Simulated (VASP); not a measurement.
Runs of VASP 6.6.1 on HfN. The structure is that of space group Fm-3m (No. 225), or close to it. The cells are those of the table. 

```csv
task,level,cell,cutoff (eV),gap on the mesh (eV),pressure (GPa),relaxed volume (Å³/atom)
single point,PBE+D3(BJ),"a = 3.194 Å, angles 60.0°, 2 atoms",520,none,-2.4,-
single point,PBEsol,"a = 3.184 Å, angles 60.0°, 2 atoms",520,none,(b),-
single point,revPBE+D3(BJ),"a = 3.189 Å, angles 60.0°, 2 atoms",520,none,-2.5,-
relaxation of cell and atoms,PBEsol,"relaxed from a = 3.190 Å, angles 60.0°, 2 atoms",600,none,0.0,11.32
single point,PBE+D4,"a = 3.198 Å, angles 60.0°, 2 atoms",520,none,-2.4,-
relaxation of cell and atoms,revPBE+D3(BJ),"relaxed from a = 3.190 Å, angles 60.0°, 2 atoms",600,none,0.0,11.36
relaxation of cell and atoms,PBE+D3(BJ),"relaxed from a = 3.190 Å, angles 60.0°, 2 atoms",600,none,0.0,(a)
relaxation of cell and atoms,PBE+D4,"relaxed from a = 3.190 Å, angles 60.0°, 2 atoms",600,none,0.0,11.46
```

Alike in all rows: potentials or basis VASP PAW PBE potentials, release 64 (Hf_pv, N); no spin polarisation; k mesh 11 × 11 × 11; smearing fermi-dirac 0.1 eV.

Task: Fill in the values left out.

Result: (a) 11.42; (b) -2.2.

Caveats: spin-orbit coupling is left out, which moves the levels of the heavy elements; pairwise dispersion overbinds metals, which lowers pressure and volume (some runs); the PAW data sets were made with another functional, which shifts forces and pressure a little (some runs).

A k mesh can miss the band edges, and the runs leave out spin-orbit coupling on Hf.

A gap of «none» marks levels without a gap at the run's occupations.
